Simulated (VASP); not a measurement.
Wanted: the native input for a VASP 6.6.1 run.

| Quantity | Value |
| --- | --- |
| Task | single point |
| Functional | PBE |
| Potentials or basis | VASP PAW PBE potentials, release 64 (Ga_d, Si, N) |
| Cutoff | 600 eV |
| k mesh | 6 × 6 × 4 |
| Occupations | gaussian, width 0.1 eV |
| Spin | no spin polarisation |
| Dipole correction | no |
| Further INCAR settings | ALGO = Normal; EDIFF = 1e-06; NBANDS = 35 |

The structure of Ga3Si2N lies in POSCAR:

```
Ga3Si2N
1.0
    5.3219249900      0.0000000000      0.0000000000
   -2.6609625000      4.6089222400      0.0000000000
    0.0000000000      0.0000000000      4.0452718700
Ga Si N
3 2 1
Direct
    0.5000000000      0.5000000000      0.5000000000
    0.5000000000      0.0000000000      0.5000000000
    0.0000000000      0.5000000000      0.5000000000
    0.6666666700      0.3333333300      0.0000000000
    0.3333333300      0.6666666700      0.0000000000
    0.0000000000      0.0000000000      0.0000000000
```

The cell was generated, and may not be a known phase.

The input as run:

INCAR

```
SYSTEM = Ga3Si2N
  ALGO = Normal
  EDIFF = 1E-6
  ENCUT = 600
  GGA = PE
  GGA_COMPAT = .FALSE.
  ISIF = 2
  ISMEAR = 0
  LASPH = .TRUE.
  LCHARG = .FALSE.
  LREAL = .FALSE.
  LWAVE = .FALSE.
  NBANDS = 35
  NELM = 120
  PREC = Accurate
  SIGMA = 0.1
```

KPOINTS

```
k-points
0
G
  6 6 4
  0 0 0
```

Potentials or basis: VASP PAW PBE potentials, release 64 (Ga_d, Si, N).

Run with:

```bash
$ cat potpaw_PBE.64/Ga_d/POTCAR potpaw_PBE.64/Si/POTCAR potpaw_PBE.64/N/POTCAR > POTCAR
$ mpirun -np 1 vasp_std > vasp.out
```

It gave:

```
Pressure               : 5.8 GPa
Band gap on the k mesh : zero (bands 26 and 27 overlap by 1.92 eV)
```

Caveat: the k points lie up to 0.39 Å⁻¹ apart, too coarse for converged energies and pressures of a metal.

Run time: 97 s on 1 thread of Oxide Virtual Turin-like Processor (shared host), peak memory 0.26 GiB.
